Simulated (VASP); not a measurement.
# Zr18H (a cell with a defect) in VASP: single point with PBE

Aim: the single point of Zr18H (a cell with a defect) with PBE.

All numbers are computed with VASP 6.6.1; they aren't measurements. Logs are shortened: lines on timing, memory, paths and dates and some standing lists are left out, and cuts for length are marked.

**1. The cell of the first run**

The cell holds a defect, 19 atoms: a = 7.620 Å, b = 7.620 Å, c = 7.620 Å, α = 79.09°, β = 79.09°, γ = 79.09°.

**2. Single point, PBE**

Contents of INCAR:

```
SYSTEM = Zr18H
  PREC = Accurate
  ENCUT = 520
  EDIFF = 1E-6
  ISMEAR = 0
  SIGMA = 0.1
  LREAL = Auto
  LASPH = .TRUE.
  NELM = 60
  ALGO = Normal
  ISIF = 2
  LWAVE = .FALSE.
  LCHARG = .FALSE.
  GGA = PE
  NBANDS = 124
```

Contents of KPOINTS:

```
Automatic mesh
0
G
  3 3 3
  0 0 0
```

Contents of POSCAR:

```
Zr18H
1.0
   -4.8517212585      2.8011425747      5.1654655887
    0.0000000000     -5.6022851492      5.1654655887
    4.8517212585      2.8011425746      5.1654655887
Zr H
18 1
Direct
    0.5278050730      0.5277545523      0.1955827721
    0.8610945926      0.1944677195      0.1955740839
    0.1955810418      0.5277492944      0.5278066405
    0.1886742635      0.8553368517      0.1886713779
    0.5298703060      0.1965216881      0.5298649470
    0.8589172643      0.5255830038      0.8589170582
    0.8610957877      0.8622454628      0.5277938699
    0.1955753485      0.1944700936      0.8610884372
    0.5277931367      0.8622484781      0.8610950544
    0.4758931960      0.8031954375      0.4759051506
    0.8058965293      0.4725977552      0.4704959749
    0.1377303531      0.8044329632      0.8039524685
    0.1364900812      0.1426062230      0.4759092094
    0.4704872410      0.4725996894      0.8059044906
    0.8039433579      0.8044369867      0.1377414416
    0.8058923661      0.1371874469      0.8058999923
    0.1377222303      0.4706544385      0.1377280015
    0.4759012251      0.1426131410      0.1364940514
    0.3199769260     -0.0133042982      0.3199810483
```

Potentials or basis: VASP PAW PBE potentials, release 64 (Zr_sv, H).

Command:

```bash
$ cat potpaw_PBE.64/Zr_sv/POTCAR potpaw_PBE.64/H/POTCAR > POTCAR
$ mpirun -np 1 vasp_std > vasp.out
```

OUTCAR:

```text
SYSTEM = Zr18H
   PREC = Accurate
   ENCUT = 520
   EDIFF = 1E-6
   ISMEAR = 0
   LREAL = Auto
   LASPH = .TRUE.
   NELM = 60
   ISIF = 2
   GGA = PE

 ion  position               nearest neighbor table
   1  0.528  0.528  0.196-  18 3.16  15 3.17  11 3.17  10 3.19  14 3.20  17 3.21   3 3.22   5 3.23
                             2 3.23   4 3.24   6 3.24   9 3.25
   2  0.861  0.194  0.196-  18 3.16  17 3.17  11 3.17  13 3.19  16 3.20  15 3.21   7 3.22   5 3.23
                             1 3.23   4 3.24   6 3.24   8 3.25
   3  0.196  0.528  0.528-  13 3.16  12 3.17  14 3.17  10 3.19  11 3.20  17 3.21   1 3.22   5 3.23
                             8 3.23   4 3.24   6 3.24   7 3.25
   4  0.189  0.855  0.189-  19 2.04  17 3.13  12 3.13  15 3.13   9 3.24   7 3.24   2 3.24   1 3.24
                             8 3.24   3 3.24  10 3.30  18 3.30  13 3.30
   5  0.530  0.197  0.530-  16 3.16  11 3.16  14 3.16  10 3.21  18 3.21  13 3.21   7 3.23   9 3.23
                             1 3.23   2 3.23   3 3.23   8 3.23
   6  0.859  0.526  0.859-  16 3.17  11 3.17  14 3.17  17 3.20  12 3.20  15 3.20   8 3.24   2 3.24
                             3 3.24   1 3.24   7 3.24   9 3.24
   7  0.861  0.862  0.528-  10 3.16  12 3.17  16 3.17  13 3.19  11 3.20  15 3.21   2 3.22   5 3.23
                             9 3.23   4 3.24   6 3.24   3 3.25
   8  0.196  0.194  0.861-  13 3.16  17 3.17  14 3.17  18 3.19  16 3.20  12 3.21   9 3.22   5 3.23
                             3 3.23   4 3.24   6 3.24   2 3.25
   9  0.528  0.862  0.861-  10 3.16  15 3.17  16 3.17  18 3.19  14 3.20  12 3.21   8 3.22   5 3.23
[... 4 lines left out ...]
                            17 3.22  15 3.22  16 3.25  14 3.25
  12  0.138  0.804  0.804-   4 3.13   7 3.17   3 3.17   6 3.20   8 3.21   9 3.21  14 3.22  16 3.22
                            10 3.23  13 3.23  17 3.24  15 3.24
  13  0.136  0.143  0.476-  19 2.01   3 3.16   8 3.16   2 3.19   7 3.19  11 3.21  16 3.21   5 3.21
                            12 3.23  17 3.23  10 3.29  18 3.29   4 3.30
  14  0.470  0.473  0.806-   5 3.16   6 3.17   3 3.17   8 3.17   9 3.20   1 3.20  18 3.21  10 3.21
                            17 3.22  12 3.22  16 3.25  11 3.25
  15  0.804  0.804  0.138-   4 3.13   9 3.17   1 3.17   6 3.20   2 3.21   7 3.21  16 3.22  11 3.22
                            10 3.23  18 3.23  17 3.24  12 3.24
  16  0.806  0.137  0.806-   5 3.16   6 3.17   9 3.17   7 3.17   2 3.20   8 3.20  18 3.21  13 3.21
                            15 3.22  12 3.22  11 3.25  14 3.25
  17  0.138  0.471  0.138-   4 3.13   2 3.17   8 3.17   6 3.20   3 3.21   1 3.21  14 3.22  11 3.22
                            18 3.23  13 3.23  12 3.24  15 3.24
  18  0.476  0.143  0.136-  19 2.01   1 3.16   2 3.16   8 3.19   9 3.19  14 3.21  16 3.21   5 3.21
                            15 3.23  17 3.23  13 3.29  10 3.29   4 3.30
  19  0.320  0.987  0.320-  13 2.01  18 2.01  10 2.01   4 2.04

  LATTYP: Found a trigonal (rhomboedric) cell.
 ALAT       =     7.6202121783
 COS(alpha) =     0.1892488915

  Lattice vectors:

 A1 = (  -4.8517212585,   2.8011425747,   5.1654655887)
 A2 = (   0.0000000000,  -5.6022851492,   5.1654655887)
 A3 = (   4.8517212585,   2.8011425746,   5.1654655887)

Analysis of symmetry for initial positions (statically):
[... 165 lines left out ...]
   IALGO  =     38    algorithm
   IMIX   =      4    mixing-type and parameters
     AMIX     =   0.40;   BMIX     =  1.00
     AMIX_MAG =   1.60;   BMIX_MAG =  1.00
  volume/ion in A,a.u.               =      22.17       149.60
  Fermi-wavevector in a.u.,A,eV,Ry     =   1.312394  2.480065 23.434366  1.722377
  Thomas-Fermi vector in A             =   2.442789
   LORBIT       =      0    0 simple, 1 ext, 2 COOP (PROOUT), +10 PAW based schemes
   GGA     = PE    functional components
   LHFCALC =     F    Hartree Fock is set to
   AEXX    =    0.0000 exact exchange contribution
   IVDW    =     0    specifies the selected vdW correction
   LEPSILON=     F    determine dielectric tensor
   LRPA    =     F    only Hartree local field effects (RPA)
 non-spin polarized calculation
 Gauss-broadening in eV      SIGMA  =   0.10
  energy-cutoff  :      520.00
  volume of cell :      421.20
 maximum number of plane-waves:     11368
 NGX is ok and might be reduce to    60
   NGX = 29   NGY = 29   NGZ = 29

 number of electron     216.9999999 magnetization

 Free energy of the ion-electron system (eV)
  ---------------------------------------------------
  ext. energy  EPLUGINS =         0.00000000
  ---------------------------------------------------
  free energy    TOTEN  =      -157.19944693 eV

  energy without entropy =     -157.09141711  energy(sigma->0) =     -157.14543202

 E-fermi :   9.0128     XC(G=0): -11.0850

 val. band max:        8.9890608529   @ k =   0.3333   0.3333   0.3333
 cond. band min:       9.0214764531   @ k =  -0.3333   0.3333   0.3333
 fundamental gap:      0.0324156003
 Fermi energy:         9.0127593795

 k-point     1 :       0.0000    0.0000    0.0000
  band No.  band energies     occupation
      1     -39.8822      2.00000
      2     -39.7947      2.00000
      3     -39.7946      2.00000
      4     -39.7903      2.00000
      5     -39.7661      2.00000
      6     -39.7453      2.00000
[... 1711 lines left out ...]
    119       9.7604      0.00000
    120       9.8449      0.00000
 [bands above 120 left out]

------------------------ aborting loop because EDIFF is reached ----------------------------------------

  FORCE on cell =-STRESS in cart. coord.  units (eV):
  Direction    XX          YY          ZZ          XY          YZ          ZX
  --------------------------------------------------------------------------------------
  -------------------------------------------------------------------------------------
  Total        1.6926827      1.7020496      3.8758920      0.0010698     -0.0002467     -0.0001211
  in kB        6.4386431      6.4742730     14.7431563      0.0040695     -0.0009382     -0.0004606
  external PRESSURE =       9.2186908 kB  Pullay stress =       0.0000000 kB

 VOLUME and BASIS-vectors are now :
 -----------------------------------------------------------------------------
  energy-cutoff  :      520.00
  volume of cell :      421.20
      direct lattice vectors                 reciprocal lattice vectors
    -4.851721258  2.801142575  5.165465589    -0.103056209  0.059499530  0.064531130
     0.000000000 -5.602285149  5.165465589    -0.000000000 -0.118999060  0.064531130
     4.851721258  2.801142575  5.165465589     0.103056209  0.059499530  0.064531130

 POSITION                                       TOTAL-FORCE (eV/Angst)
 -----------------------------------------------------------------------------------
     -1.61185     -0.93032      6.46273         0.000562     -0.000171     -0.001778
     -3.22892      1.87042      6.46270         0.000225      0.000220     -0.001630
      1.61187     -0.93029      6.46270        -0.000641     -0.000315     -0.001667
     -0.00001     -3.73484      6.36738         0.000030     -0.000127     -0.004804
     -0.00003      1.86750      6.48915         0.000094     -0.000438     -0.000562
     -0.00000      1.86743     11.58830         0.000086     -0.000367      0.000586
[... 11 lines left out ...]
     -1.64671      0.91645      3.89997        -0.004106     -0.002392     -0.000209
      0.00002     -3.73514      8.40242        -0.000009      0.000281      0.007386
 -----------------------------------------------------------------------------------
    total drift:                               -0.000022      0.000065     -0.000316

  FREE ENERGIE OF THE ION-ELECTRON SYSTEM (eV)
  ---------------------------------------------------
  free  energy   TOTEN  =      -157.1994469315 eV

  energy  without entropy=     -157.0914171112  energy(sigma->0) =     -157.14543202
```

OSZICAR:

```text
N       E                     dE             d eps       ncg     rms          rms(c)
DAV:   1     0.257675764187E+04    0.25768E+04   -0.11438E+05  3472   0.175E+03
DAV:   2     0.955001021080E+02   -0.24813E+04   -0.24334E+04  3824   0.543E+02
DAV:   3    -0.130443814600E+03   -0.22594E+03   -0.21829E+03  5576   0.117E+02
DAV:   4    -0.161355309379E+03   -0.30911E+02   -0.30369E+02  5248   0.364E+01
DAV:   5    -0.164227323597E+03   -0.28720E+01   -0.28423E+01  4936   0.886E+00    0.440E+01
DAV:   6    -0.158236671484E+03    0.59907E+01   -0.10795E+01  4208   0.110E+01    0.171E+01
DAV:   7    -0.157091191205E+03    0.11455E+01   -0.61699E+00  4272   0.738E+00    0.320E+00
DAV:   8    -0.157194589045E+03   -0.10340E+00   -0.94845E-01  4712   0.242E+00    0.217E+00
DAV:   9    -0.157204691946E+03   -0.10103E-01   -0.28682E-01  4624   0.194E+00    0.600E-01
DAV:  10    -0.157200308217E+03    0.43837E-02   -0.63962E-02  4472   0.103E+00    0.198E-01
DAV:  11    -0.157199629753E+03    0.67846E-03   -0.10335E-02  4880   0.357E-01    0.119E-01
DAV:  12    -0.157199451545E+03    0.17821E-03   -0.16659E-03  4992   0.136E-01    0.671E-02
DAV:  13    -0.157199452939E+03   -0.13936E-05   -0.21953E-04  4912   0.450E-02    0.306E-02
DAV:  14    -0.157199450090E+03    0.28482E-05   -0.49990E-05  4792   0.245E-02    0.866E-03
DAV:  15    -0.157199446837E+03    0.32533E-05   -0.80996E-06  3728   0.105E-02    0.404E-03
DAV:  16    -0.157199446932E+03   -0.94344E-07   -0.15709E-06  2688   0.518E-03
   1 F= -.15719945E+03 E0= -.15714543E+03  d E =-.108030E+00
```

stdout:

```text
POSCAR found type information on POSCAR ZrH
 POSCAR found :  2 types and      19 ions
 scaLAPACK will be used
 LDA part: xc-table for (Slater+PW92), standard interpolation
 POSCAR, INCAR and KPOINTS ok, starting setup
 FFT: planning ... GRIDC
 FFT: planning ... GRID_SOFT
 FFT: planning ... GRID
 WAVECAR not read
 entering main loop
```

Run time: 22 min. Hardware: 1 thread of Intel Xeon Platinum 8488C (Sapphire Rapids), shared host; peak memory 0.75 GiB.

Results:

* Free energy: -157.1994 eV
* Pressure: 0.9 GPa
* Largest force: 0.007 eV/Å
* Band gap on the k mesh: zero (an odd number of electrons rules out a gap without spin polarisation)

Forces in eV/Å, atoms in the order of the input:
```
Zr   0.001  0.000 -0.002
Zr   0.000  0.000 -0.002
Zr  -0.001  0.000 -0.002
Zr   0.000  0.000 -0.005
Zr   0.000  0.000 -0.001
Zr   0.000  0.000  0.001
Zr   0.000  0.000 -0.002
Zr   0.000  0.000 -0.002
Zr   0.000  0.000 -0.002
Zr   0.000  0.005  0.000
Zr  -0.001 -0.001  0.001
Zr   0.000  0.000  0.001
Zr   0.004 -0.003  0.000
Zr   0.001 -0.001  0.001
Zr   0.000  0.000  0.001
Zr   0.000  0.002  0.001
Zr   0.000  0.000  0.001
Zr  -0.004 -0.002  0.000
H    0.000  0.000  0.007
```

Stress tensor (GPa, compression positive):
```
0.64 0.00 0.00
0.00 0.65 0.00
0.00 0.00 1.47
```

Levels at points of the mesh, in eV from the Fermi level:
| k point | band 104 | band 105 | band 106 | band 107 | band 108 | band 109 | band 110 | band 111 | band 112 | band 113 |
| --- | --- | --- | --- | --- | --- | --- | --- | --- | --- | --- |
| (0.00, 0.00, 0.00) | -0.62 | -0.62 | -0.62 | 0.08 | 0.16 | 0.20 | 0.20 | 0.35 | 0.41 | 0.41 |

The gap in the log of VASP goes by the Fermi energy; the results here count the filled bands.